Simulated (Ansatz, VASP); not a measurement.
**Hf2Cl in VASP and in Ansatz**

```
CELL_PARAMETERS angstrom
6.06309 0.00000 0.00000
0.00000 6.06309 0.00000
0.00000 0.00000 3.35079
ATOMIC_POSITIONS crystal
Hf 0.27945 0.27945 0.00000
Hf 0.22055 0.77945 0.50000
Hf 0.72055 0.72055 0.00000
Hf 0.77945 0.22055 0.50000
Cl 0.00000 0.00000 0.00000
Cl 0.50000 0.50000 0.50000
```

Alike in both runs: functional PBE; k mesh 4 × 4 × 4; occupations gaussian, width 0.1 eV; no spin polarisation.

Ansatz relaxed the structure, and its values are those at the end. VASP's run is a single point on that final structure, the one shown.

```csv
,VASP,Ansatz
version,VASP 6.6.1,Ansatz 0.2.0
potentials or method,"VASP PAW PBE potentials, release 64 (Hf_pv, Cl), cutoff 520 eV","scalar-relativistic, plane waves, PAW"
valence electrons in the cell,54,118
```

VASP gave:

* gap on the k mesh at the Fermi level (eV): none
* pressure (GPa): -0.5

**Question.** Which values does Ansatz return?

**Answer.** gap on the k mesh at the Fermi level (eV): none; pressure (GPa): 0.0.

A gap of «none» marks a metal or a gap that the smearing closes. VASP's potentials hold 54 valence electrons a cell and Ansatz's 118, so a difference there can come from the potentials and not from the codes.

The k mesh is coarse, so the values compare programs but aren't converged. Spin-orbit coupling is off throughout.
